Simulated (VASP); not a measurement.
Set up this calculation in VASP 6.6.1, as the native input.

```
Task                   : single point
Functional             : PBEsol
Dispersion             : D4
Potentials or basis    : VASP PAW PBE potentials, release 64 (Pb_d, S)
Cutoff                 : 520 eV
k mesh                 : 8 × 8 × 8
Occupations            : gaussian, width 0.01 eV
Spin                   : collinear spin
Starting moments       : [0.5, 0.0] μB
Dipole correction      : no
Further INCAR settings : ALGO = Normal; EDIFF = 1e-06; NBANDS = 21
```

The structure of PbS lies in POSCAR:

```
PbS
1.0
    0.0000000000      2.9306504096      2.9306504096
    2.9306504096      0.0000000000      2.9306504096
    2.9306504096      2.9306504096      0.0000000000
Pb S
1 1
Direct
    0.0000000000      0.0000000000      0.0000000000
    0.5000000000      0.5000000000      0.5000000000
```

One way to write it, as run:

INCAR

```
PREC = Accurate ; ENCUT = 520
EDIFF = 1E-6 ; ISMEAR = 0
SIGMA = 0.01 ; LREAL = F
LASPH = T ; NELM = 150
ALGO = Normal ; ISIF = 2
LWAVE = F ; LCHARG = F
ISPIN = 2 ; MAGMOM = 0.5 0
LORBIT = 11 ; GGA = PS
IVDW = 13 ; NBANDS = 21
```

KPOINTS

```
Automatic mesh
0
Gamma
  8 8 8
```

Potentials or basis: VASP PAW PBE potentials, release 64 (Pb_d, S).

Launch:

```console
$ cat potpaw_PBE.64/Pb_d/POTCAR potpaw_PBE.64/S/POTCAR > POTCAR
$ mpirun -np 1 vasp_std > vasp.out
```

Results of the run:

```
Pressure                                              : -0.1 GPa
Band gap on the k mesh                                : 0.11 eV
Net moment                                            : 0.00 μB per cell
Valence electrons inside the program's atomic spheres : Pb 11.86; S 3.67
Dispersion energy per atom                            : -0.226 eV
```

Caveat: the PAW data sets were made with another functional, which shifts forces and pressure a little; spin-orbit coupling is left out, which moves the levels of the heavy elements.

Wall time 27 s on 1 thread of AMD EPYC 9R45 96-Core Processor (Zen 5), on a shared host, peak memory 0.2 GiB.
